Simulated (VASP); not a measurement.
A run of VASP 6.6.1 is set up as follows.

Contents of INCAR:

```
  PREC = Accurate
  ENCUT = 520
  EDIFF = 1E-7
  ISMEAR = -1
  SIGMA = 0.15
  LREAL = False
  LASPH = True
  NELM = 80
  ALGO = Normal
  ISIF = 2
  LWAVE = False
  LCHARG = False
  GGA = PS
  NBANDS = 16
```

File KPOINTS:

```
Automatic mesh
0
Gamma
  12 12 12
```

POSCAR

```
InSb
1.0
    0.0000000000      3.2599290654      3.2599290654
    3.2599290654      0.0000000000      3.2599290654
    3.2599290654      3.2599290654      0.0000000000
In Sb
1 1
Direct
    0.0000000000      0.0000000000      0.0000000000
    0.7500000000      0.7500000000      0.7500000000
```

Potentials or basis: VASP PAW PBE potentials, release 64 (In_d, Sb).

Launch:

```sh
$ cat potpaw_PBE.64/In_d/POTCAR potpaw_PBE.64/Sb/POTCAR > POTCAR
$ mpirun -np 1 vasp_std > vasp.out
```

Estimate the pressure.

0.0 GPa.

Predict the band gap on the k mesh.

zero (filled and empty bands touch).

Caveat: semilocal functionals underestimate gaps, and a narrow one can read as zero; the PAW data sets were made with another functional, which shifts forces and pressure a little; spin-orbit coupling is left out, which moves the levels of the heavy elements.
